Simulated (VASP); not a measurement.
A run of VASP 6.6.1:

Contents of INCAR:

```
SYSTEM = In
PREC = Accurate
ENCUT = 520
EDIFF = 1E-6
ISMEAR = -1
SIGMA = 0.05
LREAL = .FALSE.
LASPH = .TRUE.
NELM = 80
ALGO = Normal
ISIF = 2
LWAVE = .FALSE.
LCHARG = .TRUE.
LELF = .TRUE.
LVHAR = .TRUE.
NBANDS = 20
```

KPOINTS

```
Automatic mesh
0
G
  12 12 12
  0 0 0
```

Contents of POSCAR:

```
In
1.0
    0.0000000000      2.8691012279      2.8691012279
    2.8691012279      0.0000000000      2.8691012279
    2.8691012279      2.8691012279      0.0000000000
In
2
Direct
   -0.1250000000     -0.1250000000     -0.1250000000
    0.1250000000      0.1250000000      0.1250000000
```

Potentials or basis: VASP PAW LDA potentials, release 64 (In_d).

Launch:

```console
$ cat potpaw_LDA.64/In_d/POTCAR > POTCAR
$ mpirun -np 1 vasp_std > vasp.out
```

Hardware: 1 thread of Intel Xeon 8259CL, on a shared host.

Task: How long does it take, and how much memory?

Result: Run time: 82 s on 1 thread of Intel Xeon 8259CL (shared host), peak memory 0.18 GiB. Counts: scf iterations 12, k points 72.
